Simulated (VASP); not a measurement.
KCl (Sylvite):

```
K Cl
1.0
     0.00000    3.18918    3.18918
     3.18918    0.00000    3.18918
     3.18918    3.18918    0.00000
K Cl
1 1
Direct
  0.00000 0.00000 0.00000
  0.50000 0.50000 0.50000
```

* Program: VASP 6.6.1
* Task: relaxation of cell and atoms
* Functional: PBEsol
* Potentials or basis: VASP PAW PBE potentials, release 64 (K_sv, Cl)
* Cutoff: 600 eV
* k mesh: 6 × 6 × 6
* Occupations: fermi-dirac, width 0.02 eV
* Spin: no spin polarisation

At the start: pressure -0.9 GPa; volume 32.44 Å³/atom.

Problem. Where does the relaxation end?

Solution. Over 4 steps the energy falls by 5.9 meV/atom and the volume is 30.56 Å³/atom (-5.8 %); space group Fm-3m (No. 225, to 0.05 Å).

Step by step:
```csv
step,energy change (eV),largest force (eV/Å),pressure (GPa),volume (Å³)
1,0.0000,0.0000,-0.94,64.87
2,-0.0083,0.0000,-0.54,63.10
3,-0.0117,0.0000,-0.07,61.38
4,-0.0118,0.0000,0.01,61.12
```

Final structure:
```
K Cl
1.0
     0.00000    3.12647    3.12647
     3.12647    0.00000    3.12647
     3.12647    3.12647    0.00000
K Cl
1 1
Direct
  0.00000 0.00000 0.00000
  0.50000 0.50000 0.50000
```

Caveat: the PAW data sets were made with another functional, which shifts forces and pressure a little.
